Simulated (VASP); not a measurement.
# PbF2 (Fm-3m) in VASP: further runs, part 2 of 2

VASP 6.6.1. Earlier steps stand in the parts before.

### 4 Electric field gradients, LDA (volume scaled by 1.04)

Contents of INCAR:

```
ALGO     = Normal         # electronic algorithm
EDIFF    = 1E-8           # SCF threshold, eV
ENCUT    = 520            # plane-wave cutoff, eV
ISIF     = 2              # what is computed and relaxed
ISMEAR   = -1             # smearing method
LASPH    = True           # aspherical terms in the spheres
LCHARG   = False          # write CHGCAR
LEFG     = True         
LREAL    = False          # projectors in reciprocal space
LWAVE    = False          # write WAVECAR
NBANDS   = 21             # bands
NELM     = 100            # most SCF steps
PREC     = Accurate       # precision mode
SIGMA    = 0.03           # smearing width, eV
```

Contents of KPOINTS:

```
k-points
0
Gamma
  7 7 7
```

Contents of POSCAR:

```
PbF2
1.0
    0.0000000000      3.0089314554      3.0089314554
    3.0089314554      0.0000000000      3.0089314554
    3.0089314554      3.0089314554      0.0000000000
Pb F
1 2
Direct
    0.0000000000      0.0000000000      0.0000000000
    0.2500000000      0.2500000000      0.2500000000
    0.7500000000      0.7500000000      0.7500000000
```

Potentials or basis: VASP PAW LDA potentials, release 64 (Pb_d, F).

Started as:

```bash
$ cat potpaw_LDA.64/Pb_d/POTCAR potpaw_LDA.64/F/POTCAR > POTCAR
$ mpirun -np 1 vasp_std > vasp.out
```

OUTCAR:

```text
EDIFF = 1E-8
   ENCUT = 520
   ISIF = 2
   ISMEAR = -1
   LASPH = True
   LREAL = False
   NELM = 100
   PREC = Accurate

 ion  position               nearest neighbor table
   1  0.000  0.000  0.000-   3 2.61   3 2.61   3 2.61   2 2.61   3 2.61   2 2.61   2 2.61   2 2.61

   2  0.250  0.250  0.250-   1 2.61   1 2.61   1 2.61   1 2.61
   3  0.750  0.750  0.750-   1 2.61   1 2.61   1 2.61   1 2.61

  LATTYP: Found a face centered cubic cell.
 ALAT       =     6.0178629108

  Lattice vectors:

 A1 = (   0.0000000000,   3.0089314554,   3.0089314554)
 A2 = (   3.0089314554,   0.0000000000,   3.0089314554)
 A3 = (   3.0089314554,   3.0089314554,   0.0000000000)

Analysis of symmetry for initial positions (statically):
=====================================================================
 Subroutine PRICEL returns:
 Original cell was already a primitive cell.

 Routine SETGRP: Setting up the symmetry group for a
 face centered cubic supercell.

 Subroutine GETGRP returns: Found 48 space group operations
 (whereof 48 operations were pure point group operations)
 out of a pool of 48 trial point group operations.

The static configuration has the point symmetry O_h .

Analysis of symmetry for dynamics (positions and initial velocities):
=====================================================================
 Subroutine PRICEL returns:
 Original cell was already a primitive cell.

 Routine SETGRP: Setting up the symmetry group for a
 face centered cubic supercell.

 Subroutine GETGRP returns: Found 48 space group operations
 (whereof 48 operations were pure point group operations)
 out of a pool of 48 trial point group operations.

The dynamic configuration has the point symmetry O_h .

 Subroutine INISYM returns: Found 48 space group operations
 (whereof 48 operations are pure point group operations),
 and found     1 'primitive' translations

----------------------------------------------------------------------------------------

                                     Primitive cell

  volume of cell :      54.4837

  direct lattice vectors                    reciprocal lattice vectors
     0.000000000  3.008931455  3.008931455    -0.166171948  0.166171948  0.166171948
     3.008931455  0.000000000  3.008931455     0.166171948 -0.166171948  0.166171948
     3.008931455  3.008931455  0.000000000     0.166171948  0.166171948 -0.166171948

  length of vectors
     4.255271672  4.255271672  4.255271672     0.287818256  0.287818256  0.287818256

  position of ions in fractional coordinates (direct lattice)
     0.000000000  0.000000000  0.000000000
     0.250000000  0.250000000  0.250000000
     0.750000000  0.750000000  0.750000000

  ion indices of the primitive-cell ions
   primitive index   ion index
                 1           1
                 2           2
                 3           3

----------------------------------------------------------------------------------------

[... 72 lines left out ...]
   POTIM  = 0.5000    time-step for ionic-motion
   TEBEG  =    0.0;   TEEND  =   0.0 temperature during run
   PSTRESS=    0.0 pullay stress
   NELECT =      28.0000    total number of electrons
   NUPDOWN=      -1.0000    fix difference up-down
   EMIN   =  10.00;   EMAX   =-10.00  energy-range for DOS
   EFERMI =   0.00;   METHOD = LEGACY
   ISMEAR =    -1;   SIGMA  =   0.03  broadening in eV -4-tet -1-fermi 0-gaus
   EFERMI_NEDOS =   21; number of points for ismear=-14 and -15
   IALGO  =     38    algorithm
   IMIX   =      4    mixing-type and parameters
     AMIX     =   0.40;   BMIX     =  1.00
     AMIX_MAG =   1.60;   BMIX_MAG =  1.00
  volume/ion in A,a.u.               =      18.16       122.56
  Fermi-wavevector in a.u.,A,eV,Ry     =   1.311310  2.478016 23.395662  1.719533
  Thomas-Fermi vector in A             =   2.441780
   LORBIT       =      0    0 simple, 1 ext, 2 COOP (PROOUT), +10 PAW based schemes
   GGA     = CA    functional components
   LHFCALC =     F    Hartree Fock is set to
   AEXX    =    0.0000 exact exchange contribution
   IVDW    =     0    specifies the selected vdW correction
   LEPSILON=     F    determine dielectric tensor
   LRPA    =     F    only Hartree local field effects (RPA)
 non-spin polarized calculation
  energy-cutoff  :      520.00
  volume of cell :       54.48
 maximum number of plane-waves:      1480
   NGX = 15   NGY = 15   NGZ = 15

 number of electron      28.0000033 magnetization

 Free energy of the ion-electron system (eV)
  ---------------------------------------------------
  ext. energy  EPLUGINS =         0.00000000
  ---------------------------------------------------
  free energy    TOTEN  =       -15.83027368 eV

  energy without entropy =      -15.83027368  energy(sigma->0) =      -15.83027368

 E-fermi :   1.6930     XC(G=0):  -9.8403

 val. band max:        0.9523426649   @ k =  -0.2857   0.4286   0.1429
 cond. band min:       5.2145153909   @ k =   0.4286   0.4286   0.0000
 fundamental gap:      4.2621727260
 Fermi energy:         1.6930269686

 k-point     1 :       0.0000    0.0000    0.0000
  band No.  band energies     occupation
      1     -19.3858      2.00000
      2     -18.7955      2.00000
      3     -13.3313      2.00000
      4     -13.3313      2.00000
      5     -13.3313      2.00000
      6     -13.2779      2.00000
[... 469 lines left out ...]
     20      16.5469      0.00000
     21      17.0571      0.00000

------------------------ aborting loop because EDIFF is reached ----------------------------------------

  FORCE on cell =-STRESS in cart. coord.  units (eV):
  Direction    XX          YY          ZZ          XY          YZ          ZX
  --------------------------------------------------------------------------------------
  -------------------------------------------------------------------------------------
  Total       -2.4486152     -2.4486152     -2.4486152      0.0000000      0.0000000      0.0000000
  in kB      -72.0052645    -72.0052645    -72.0052645      0.0000000      0.0000000      0.0000000
  external PRESSURE =     -72.0052645 kB  Pullay stress =       0.0000000 kB

 VOLUME and BASIS-vectors are now :
 -----------------------------------------------------------------------------
  energy-cutoff  :      520.00
  volume of cell :       54.48
      direct lattice vectors                 reciprocal lattice vectors
     0.000000000  3.008931455  3.008931455    -0.166171948  0.166171948  0.166171948
     3.008931455  0.000000000  3.008931455     0.166171948 -0.166171948  0.166171948
     3.008931455  3.008931455  0.000000000     0.166171948  0.166171948 -0.166171948

 POSITION                                       TOTAL-FORCE (eV/Angst)
 -----------------------------------------------------------------------------------
      0.00000      0.00000      0.00000         0.000000      0.000000      0.000000
      1.50447      1.50447      1.50447         0.000000      0.000000      0.000000
      4.51340      4.51340      4.51340        -0.000000     -0.000000     -0.000000
 -----------------------------------------------------------------------------------
    total drift:                                0.000000     -0.000000      0.000000

  FREE ENERGIE OF THE ION-ELECTRON SYSTEM (eV)
  ---------------------------------------------------
  free  energy   TOTEN  =       -15.8302736805 eV

  energy  without entropy=      -15.8302736805  energy(sigma->0) =      -15.83027368

 Electric field gradients (V/A^2)
---------------------------------------------------------------------
 ion       V_xx      V_yy      V_zz      V_xy      V_xz      V_yz
---------------------------------------------------------------------
   1      -0.000    -0.000     0.000    -0.001    -0.001    -0.001
   2       0.000     0.000     0.000     0.005     0.005     0.005
   3       0.000     0.000     0.000     0.005     0.005     0.005
---------------------------------------------------------------------

 Electric field gradients after diagonalization (V/A^2)
 (convention: |V_zz| > |V_xx| > |V_yy|)
----------------------------------------------------------------------
 ion       V_xx      V_yy      V_zz     asymmetry (V_yy - V_xx)/ V_zz
----------------------------------------------------------------------
   1       0.001     0.001    -0.002       0.000
   2      -0.005    -0.005     0.010       0.000
   3      -0.005    -0.005     0.010       0.000
----------------------------------------------------------------------

           NMR quadrupolar parameters

 Cq : quadrupolar parameter    Cq=e*Q*V_zz/h
 eta: asymmetry parameters     (V_yy - V_xx)/ V_zz
 Q  : nuclear electric quadrupole moment in mb (millibarn)
----------------------------------------------------------------------
 ion       Cq(MHz)       eta       Q (mb)
----------------------------------------------------------------------
   1      -0.000       0.000       1.000
   2       0.000       0.000       1.000
   3       0.000       0.000       1.000
----------------------------------------------------------------------
```

Run time: 11 s. Hardware: 1 thread of AMD EPYC 9R45 (Zen 5), shared host; peak memory 0.13 GiB.

What came out:

```yaml
Free_energy: -15.8303 eV
Pressure: -7.2 GPa
Band_gap_on_the_k_mesh: 4.26 eV, indirect (least direct gap 4.48 eV)
```

Levels at points of the mesh, in eV from the valence-band top:
| k point | band 12 | band 13 | band 14 | band 15 | band 16 | band 17 |
| --- | --- | --- | --- | --- | --- | --- |
| (0.00, 0.00, 0.00) | -1.72 | -1.72 | -1.72 | 6.53 | 6.53 | 6.53 |

Caveat: without QUAD_EFG the Cq values of the log hold for a quadrupole moment of 1 mb, not for the nuclei; spin-orbit coupling is left out, which moves the levels of the heavy elements.

### 5 Density of states, LDA

Contents of POSCAR:

```
PbF2
1.0
    0.0000000000      2.9698500000      2.9698500000
    2.9698500000      0.0000000000      2.9698500000
    2.9698500000      2.9698500000      0.0000000000
Pb F
1 2
Direct
    0.0000000000      0.0000000000      0.0000000000
    0.2500000000      0.2500000000      0.2500000000
    0.7500000000      0.7500000000      0.7500000000
```

Contents of INCAR.step1:

```
PREC     = Accurate       # precision mode
ENCUT    = 520            # plane-wave cutoff, eV
EDIFF    = 1E-6           # SCF threshold, eV
ISMEAR   = -1             # smearing method
SIGMA    = 0.03           # smearing width, eV
LREAL    = False          # projectors in reciprocal space
LASPH    = True           # aspherical terms in the spheres
NELM     = 80             # most SCF steps
ALGO     = Normal         # electronic algorithm
ISIF     = 2              # what is computed and relaxed
LWAVE    = False          # write WAVECAR
LCHARG   = True           # write CHGCAR
NBANDS   = 21             # bands
```

Contents of KPOINTS.step1:

```
Automatic mesh
0
Gamma
  7 7 7
```

Contents of INCAR.step2:

```
PREC     = Accurate       # precision mode
ENCUT    = 520            # plane-wave cutoff, eV
EDIFF    = 1E-6           # SCF threshold, eV
ISMEAR   = -5             # smearing method
SIGMA    = 0.03           # smearing width, eV
LREAL    = False          # projectors in reciprocal space
LASPH    = True           # aspherical terms in the spheres
NELM     = 80             # most SCF steps
ALGO     = Normal         # electronic algorithm
ISIF     = 2              # what is computed and relaxed
LWAVE    = False          # write WAVECAR
LCHARG   = False          # write CHGCAR
LORBIT   = 11             # projections on sites
NBANDS   = 21             # bands
NEDOS    = 1001           # points of the DOS
ICHARG   = 11             # starting density
```

Contents of KPOINTS.step2:

```
Automatic mesh
0
Gamma
  11 11 11
```

Started as:

```bash
$ cat potpaw_LDA.64/Pb_d/POTCAR potpaw_LDA.64/F/POTCAR > POTCAR
$ cp INCAR.step1 INCAR
$ cp KPOINTS.step1 KPOINTS
$ mpirun -np 1 vasp_std > vasp.out
$ cp INCAR.step2 INCAR
$ cp KPOINTS.step2 KPOINTS
$ mpirun -np 1 vasp_std > vasp.out
```

It took 26 s on 1 thread of AMD EPYC 9R45 (Zen 5), shared host; peak memory 0.15 GiB.

It converged, with:

```yaml
Valence_electrons_inside_the_program's_atomic_spheres: Pb 11.70; F 6.03
```

Levels at points of the mesh, in eV from the valence-band top:
```
           k point  band 10  band 11  band 12  band 13  band 14  band 15  band 16  band 17  band 18  band 19
(0.00, 0.00, 0.00)    -2.46    -2.46    -1.96    -1.96    -1.96     6.57     6.57     6.57    10.25    14.82
```

Caveat: spin-orbit coupling is left out, which moves the levels of the heavy elements.

### 6 Electric field gradients, LDA (volume scaled by 0.96)

Contents of INCAR:

```
SYSTEM = PbF2
  PREC = Accurate
  ENCUT = 520
  EDIFF = 1E-8
  ISMEAR = -1
  SIGMA = 0.03
  LREAL = .FALSE.
  LASPH = .TRUE.
  NELM = 80
  ALGO = Normal
  ISIF = 2
  LWAVE = .FALSE.
  LCHARG = .FALSE.
  LEFG = .TRUE.
  NBANDS = 21
```

Contents of KPOINTS:

```
Automatic mesh
0
G
  7 7 7
  0 0 0
```

Contents of POSCAR:

```
PbF2
1.0
    0.0000000000      2.9297119716      2.9297119716
    2.9297119716      0.0000000000      2.9297119716
    2.9297119716      2.9297119716      0.0000000000
Pb F
1 2
Direct
    0.0000000000      0.0000000000      0.0000000000
    0.2500000000      0.2500000000      0.2500000000
    0.7500000000      0.7500000000      0.7500000000
```

Potentials or basis: VASP PAW LDA potentials, release 64 (Pb_d, F).

Started as:

```bash
$ cat potpaw_LDA.64/Pb_d/POTCAR potpaw_LDA.64/F/POTCAR > POTCAR
$ mpirun -np 1 vasp_std > vasp.out
```

OUTCAR:

```text
SYSTEM = PbF2
   PREC = Accurate
   ENCUT = 520
   EDIFF = 1E-8
   ISMEAR = -1
   LREAL = .FALSE.
   LASPH = .TRUE.
   NELM = 80
   ISIF = 2

 ion  position               nearest neighbor table
   1  0.000  0.000  0.000-   3 2.54   3 2.54   3 2.54   2 2.54   3 2.54   2 2.54   2 2.54   2 2.54

   2  0.250  0.250  0.250-   1 2.54   1 2.54   1 2.54   1 2.54
   3  0.750  0.750  0.750-   1 2.54   1 2.54   1 2.54   1 2.54

  LATTYP: Found a face centered cubic cell.
 ALAT       =     5.8594239432

[... 692 lines left out ...]
  free  energy   TOTEN  =       -15.9488708737 eV

  energy  without entropy=      -15.9488708737  energy(sigma->0) =      -15.94887087

 Electric field gradients (V/A^2)
---------------------------------------------------------------------
 ion       V_xx      V_yy      V_zz      V_xy      V_xz      V_yz
---------------------------------------------------------------------
   1       0.000     0.000    -0.000    -0.001    -0.001    -0.001
   2      -0.000    -0.000    -0.000    -0.001    -0.001    -0.001
   3      -0.000    -0.000    -0.000    -0.001    -0.001    -0.001
---------------------------------------------------------------------

 Electric field gradients after diagonalization (V/A^2)
 (convention: |V_zz| > |V_xx| > |V_yy|)
----------------------------------------------------------------------
 ion       V_xx      V_yy      V_zz     asymmetry (V_yy - V_xx)/ V_zz
----------------------------------------------------------------------
   1       0.001     0.001    -0.002       0.000
   2       0.001     0.001    -0.001       0.000
   3       0.001     0.001    -0.001       0.000
----------------------------------------------------------------------

           NMR quadrupolar parameters

 Cq : quadrupolar parameter    Cq=e*Q*V_zz/h
 eta: asymmetry parameters     (V_yy - V_xx)/ V_zz
 Q  : nuclear electric quadrupole moment in mb (millibarn)
----------------------------------------------------------------------
 ion       Cq(MHz)       eta       Q (mb)
----------------------------------------------------------------------
   1      -0.000       0.000       1.000
   2      -0.000       0.000       1.000
   3      -0.000       0.000       1.000
----------------------------------------------------------------------
```

Wall time 13 s (1 thread of AMD EPYC 9R45 (Zen 5), shared host); peak memory 0.13 GiB.

Results:

| Quantity | Value |
| --- | --- |
| Free energy | -15.9489 eV |
| Pressure | -2.0 GPa |
| Band gap on the k mesh | 4.24 eV, indirect (least direct gap 4.48 eV) |

Levels at points of the mesh, in eV from the valence-band top:
```
           k point  band 11  band 12  band 13  band 14  band 15  band 16  band 17  band 18
(0.00, 0.00, 0.00)    -2.72    -2.21    -2.21    -2.21     6.61     6.61     6.61    10.34
```

Caveat: without QUAD_EFG the Cq values of the log hold for a quadrupole moment of 1 mb, not for the nuclei; spin-orbit coupling is left out, which moves the levels of the heavy elements. A k mesh can miss the band edges.

### 7 The runs side by side

| task | cell | k mesh for the DOS | occupations for the DOS | gap on the mesh (eV) | pressure (GPa) |
| --- | --- | --- | --- | --- | --- |
| electric field gradients | a = 4.200 Å, angles 60.0°, 3 atoms | - | - | 4.26 | -4.9 |
| electric field gradients | a = 4.214 Å, angles 60.0°, 3 atoms | - | - | 4.26 | -5.6 |
| electric field gradients | a = 4.255 Å, angles 60.0°, 3 atoms | - | - | 4.26 | -7.2 |
| density of states | a = 4.200 Å, angles 60.0°, 3 atoms | 11 × 11 × 11 | tetrahedron | - | - |
| electric field gradients | a = 4.143 Å, angles 60.0°, 3 atoms | - | - | 4.24 | -2.0 |

Alike in all rows: level LDA; potentials or basis VASP PAW LDA potentials, release 64 (Pb_d, F); no spin polarisation; k mesh 7 × 7 × 7; cutoff (eV) 520; smearing fermi-dirac 0.03 eV.

Caveats: spin-orbit coupling is left out, which moves the levels of the heavy elements.

Absolute energies hang on the potentials; compare differences alone.
